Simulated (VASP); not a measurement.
**WS2: single point with PBEsol**

The system is WS2.

```
W S
1.0
     1.60997    0.92952    6.28421
    -1.60997    0.92952    6.28421
     0.00000   -1.85903    6.28421
W S
1 2
Cartesian
  0.0000 0.0000 0.0000
  0.0000 0.0000 14.1451
  0.0000 0.0000 10.9534
```

```
Program                : VASP 6.6.1
Task                   : single point
Functional             : PBEsol
Potentials or basis    : VASP PAW PBE potentials, release 64 (W_sv, S)
Cutoff                 : 520 eV
k mesh                 : 15 × 15 × 15
Occupations            : fermi-dirac, width 0.03 eV
Spin                   : no spin polarisation
Dipole correction      : no
Further INCAR settings : ALGO = Normal; EDIFF = 1e-07; NBANDS = 20
```

```json
{
 "Pressure": "-9.1 GPa",
 "Largest force": "1.263 eV/Å",
 "Band gap on the k mesh": "1.07 eV (least direct gap 1.75 eV)"
}
```

Forces on the atoms (eV/Å):
```
W    0.000  0.000 -0.523
S    0.000  0.000 -0.739
S    0.000  0.000  1.263
```

Stress tensor (GPa, compression positive):
```
-9.17  0.00  0.00
 0.00 -9.17  0.00
 0.00  0.00 -8.95
```

Levels at points of the mesh, in eV from the valence-band top:
```csv
k point,band 11,band 12,band 13,band 14,band 15,band 16
"(0.00, 0.00, 0.00)",-2.11,-1.48,-1.03,2.12,2.12,2.40
```

It took 23 min on 1 thread of Intel(R) Xeon(R) Platinum 8488C (Sapphire Rapids) (shared host), peak memory 0.6 GiB.

Caveat: the cell stands under tension; the PAW data sets were made with another functional, which shifts forces and pressure a little; spin-orbit coupling is left out, which moves the levels of the heavy elements. A k mesh can miss the band edges.
